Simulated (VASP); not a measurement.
Write the native input for VASP 6.6.1 that does the following.

```
Task                   : single point
Functional             : PBEsol
Potentials or basis    : VASP PAW PBE potentials, release 64 (Ca_sv, B, H)
Cutoff                 : 520 eV
k mesh                 : 14 × 14 × 11
Occupations            : fermi-dirac, width 0.05 eV
Spin                   : no spin polarisation
Dipole correction      : no
Further INCAR settings : ALGO = Normal; EDIFF = 1e-07; NBANDS = 17
```

The structure of CaB2H2 lies in POSCAR:

```
CaB2H2
1.0
    3.4767192709      0.0000000000      0.0000000000
   -1.7383596355      3.0109272105      0.0000000000
    0.0000000000      0.0000000000      3.9792940000
Ca B H
1 2 2
Direct
    0.0000000000      0.0000000000      0.0000000000
    0.3333333333      0.6666666667      0.4628360000
    0.6666666667      0.3333333333      0.5371640000
    0.3333333333      0.6666666667      0.1511690000
    0.6666666667      0.3333333333      0.8488310000
```

These files were run (other wordings do the same):

INCAR

```
SYSTEM = CaB2H2
PREC     = Accurate       ! precision mode
ENCUT    = 520            ! plane-wave cutoff, eV
EDIFF    = 1E-7           ! SCF threshold, eV
ISMEAR   = -1             ! smearing method
SIGMA    = 0.05           ! smearing width, eV
LREAL    = .False.        ! projectors in reciprocal space
LASPH    = .True.         ! aspherical terms in the spheres
NELM     = 80             ! most SCF steps
ALGO     = Normal         ! electronic algorithm
ISIF     = 2              ! what is computed and relaxed
LWAVE    = .False.        ! write WAVECAR
LCHARG   = .True.         ! write CHGCAR
GGA      = PS             ! functional
LELF     = .True.         ! ELF
LVHAR    = .True.       
NBANDS   = 17             ! bands
```

KPOINTS

```
Automatic mesh
0
Gamma
  14 14 11
  0 0 0
```

Potentials or basis: VASP PAW PBE potentials, release 64 (Ca_sv, B, H).

Run with:

```console
$ cat potpaw_PBE.64/Ca_sv/POTCAR potpaw_PBE.64/B/POTCAR potpaw_PBE.64/H/POTCAR > POTCAR
$ mpirun -np 1 vasp_std > vasp.out
```

Results of the run:

The pressure is -3.3 GPa and the largest force is 0.142 eV/Å. The band gap on the k mesh is zero (band 9 reaches 4.81 eV, above the bottom of band 10 at 4.75 eV).

Caveat: the PAW data sets were made with another functional, which shifts forces and pressure a little.

It took 100 s on 1 thread of Intel(R) Xeon(R) Platinum 8488C (Sapphire Rapids), on a shared host, peak memory 0.29 GiB.
